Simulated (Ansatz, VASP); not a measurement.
**One calculation of BAs, two programs**

INCAR

```
PREC = Accurate ; ENCUT = 520
EDIFF = 1E-6 ; ISMEAR = 0
SIGMA = 0.05 ; LREAL = F
LASPH = T ; NELM = 100
ALGO = Normal ; ISIF = 2
LWAVE = F ; LCHARG = F
GGA = PE ; NBANDS = 11
```

KPOINTS

```
regular mesh
0
Gamma
  12 12 12
```

The input POSCAR:

```
BAs
1.0
    0.0000000000      2.3138099477      2.5451909425
    2.3138099477      0.0000000000      2.5451909425
    2.3138099477      2.3138099477      0.0000000000
B As
1 1
Direct
    0.0000000000      0.0000000000      0.0000000000
    0.7500000000      0.7500000000      0.7500000000
```

Input for Ansatz:

```yaml
crystal:
  lattice:
    - [0.0, 2.3138099477, 2.5451909425]
    - [2.3138099477, 0.0, 2.5451909425]
    - [2.3138099477, 2.3138099477, 0.0]
  atoms:
    - { symbol: B, position: [0.0, 0.0, 0.0] }
    - { symbol: As, position: [0.75, 0.75, 0.75] }
basis:
  ecutwfc: 420
kpoints:
  mp_grid: { grid: [12, 12, 12] }
hamiltonian:
  xc: pbe
scf:
  occupations: { method: gaussian, width: 0.05 }
output:
  forces: true
  stress: true
  eigenvalues: true
```

Alike in both runs: task single point; functional PBE; k mesh 12 × 12 × 12; occupations gaussian, width 0.05 eV; no spin polarisation.

```csv
,VASP,Ansatz
version,VASP 6.6.1,Ansatz 0.2.0
potentials or method,"VASP PAW PBE potentials, release 64 (B, As), cutoff 520 eV","scalar-relativistic, plane waves, PAW"
valence electrons in the cell,8,18
```

|  | VASP | Ansatz | Ansatz less VASP |
| --- | --- | --- | --- |
| gap on the k mesh at the Fermi level (eV) | 0.46 | 0.47 | +0.009 |
| least direct gap on the mesh (eV) | 2.79 | 2.79 | +0.004 |
| pressure (GPa) | 3.4 | 2.8 | -0.64 |
| traceless stress, the component that is largest in VASP (GPa) | -14.94 | -15.00 | -0.060 |

VASP's potentials hold 8 valence electrons a cell and Ansatz's 18, so a difference there can come from the potentials and not from the codes.
